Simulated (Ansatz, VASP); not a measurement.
Ge: VASP beside Ansatz

The input INCAR:

```
PREC = Accurate
ENCUT = 500
EDIFF = 1E-7
ISMEAR = 0
SIGMA = 0.01
LREAL = F
LASPH = T
NELM = 120
ALGO = Normal
ISIF = 3
LWAVE = F
LCHARG = F
GGA = RP
IBRION = 2
NSW = 100
EDIFFG = -0.005
GGA_COMPAT = F
NELMIN = 4
```

Contents of KPOINTS:

```
regular mesh
0
Gamma
  12 12 12
```

The input POSCAR:

```
Ge
1.0
    0.0000000000      2.8289100000      2.8289100000
    2.8289100000      0.0000000000      2.8289100000
    2.8289100000      2.8289100000      0.0000000000
Ge
2
Direct
    0.0000000000      0.0000000000      0.0000000000
    0.2500000000      0.2500000000      0.2500000000
```

Input for Ansatz:

```yaml
crystal:
  lattice:
    - [0.0, 2.82891, 2.82891]
    - [2.82891, 0.0, 2.82891]
    - [2.82891, 2.82891, 0.0]
  atoms:
    - { symbol: Ge, position: [0.0, 0.0, 0.0] }
    - { symbol: Ge, position: [0.25, 0.25, 0.25] }
basis:
  ecutwfc: 420
kpoints:
  mp_grid: { grid: [12, 12, 12] }
hamiltonian:
  xc: rpbe
scf:
  occupations: { method: gaussian, width: 0.01 }
output:
  forces: true
  stress: true
  eigenvalues: true
relax:
  adjacent_minimum: "off"
  f_tol: 0.005
  max_steps: 80
  cell: { stress_tol: 0.05 }
```

Alike in both runs: task relaxation of cell and atoms; functional RPBE; k mesh 12 × 12 × 12; occupations gaussian, width 0.01 eV; no spin polarisation.

```csv
,VASP,Ansatz
version,VASP 6.6.1,Ansatz 0.2.0
potentials or method,"VASP PAW PBE potentials, release 64 (Ge_d), cutoff 500 eV","scalar-relativistic, plane waves, PAW"
valence electrons in the cell,28,28
```

|  | VASP | Ansatz | Ansatz less VASP |
| --- | --- | --- | --- |
| gap on the k mesh at the Fermi level, each at its own relaxed structure (eV) | none | none | - |
| relaxed volume (Å³/atom) | 24.46 | 24.57 | +0.111 |
| relaxed length of the cell vector where the two differ most in proportion (Å) | 4.105 | 4.112 | +0.0062 |

VASP's potentials were made for PBE, not for RPBE. A gap of «none» marks a metal or a gap that the smearing closes.
